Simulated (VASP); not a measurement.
Here is a VASP 6.6.1 calculation.

File POSCAR:

```
NaH
1.0
    0.0000000000      2.3975122889      2.3975122889
    2.3975122889      0.0000000000      2.3975122889
    2.3975122889      2.3975122889      0.0000000000
Na H
1 1
Direct
    0.0000000000      0.0000000000      0.0000000000
    0.5000000000      0.5000000000      0.5000000000
```

File INCAR.step1:

```
ALGO     = Normal         # electronic algorithm
EDIFF    = 1E-5           # SCF threshold, eV
ENCUT    = 520            # plane-wave cutoff, eV
GGA      = PE             # functional
ISIF     = 2              # what is computed and relaxed
ISMEAR   = 0              # smearing method
LASPH    = True           # aspherical terms in the spheres
LCHARG   = False          # write CHGCAR
LREAL    = False          # projectors in reciprocal space
LWAVE    = True           # write WAVECAR
NBANDS   = 11             # bands
NELM     = 60             # most SCF steps
PREC     = Accurate       # precision mode
SIGMA    = 0.01           # smearing width, eV
```

The input INCAR.step2:

```
ALGO     = Normal         # electronic algorithm
EDIFF    = 1E-6           # SCF threshold, eV
ENCUT    = 520            # plane-wave cutoff, eV
GGA      = PE             # functional
HFSCREEN = 0.2079         # screening, 1/A
ISIF     = 2              # what is computed and relaxed
ISMEAR   = 0              # smearing method
ISTART   = 1            
LASPH    = True           # aspherical terms in the spheres
LCHARG   = False          # write CHGCAR
LHFCALC  = True           # exact exchange
LREAL    = False          # projectors in reciprocal space
LWAVE    = False          # write WAVECAR
NBANDS   = 11             # bands
NELM     = 60             # most SCF steps
PREC     = Accurate       # precision mode
PRECFOCK = Normal       
SIGMA    = 0.01           # smearing width, eV
```

The input KPOINTS:

```
k-points
0
Gamma
  6 6 6
```

Potentials or basis: VASP PAW PBE potentials, release 64 (Na_pv, H).

Command:

```sh
$ cat potpaw_PBE.64/Na_pv/POTCAR potpaw_PBE.64/H/POTCAR > POTCAR
$ cp INCAR.step1 INCAR
$ mpirun -np 1 vasp_std > vasp.out
$ cp INCAR.step2 INCAR
$ mpirun -np 1 vasp_std > vasp.out
```

(1) Estimate the pressure.

(2) Predict the band gap on the k mesh.

Answers

(1) 0.2 GPa.

(2) 4.89 eV (least direct gap 5.81 eV).

Caveat: the PAW data sets were made with another functional, which shifts forces and pressure a little.
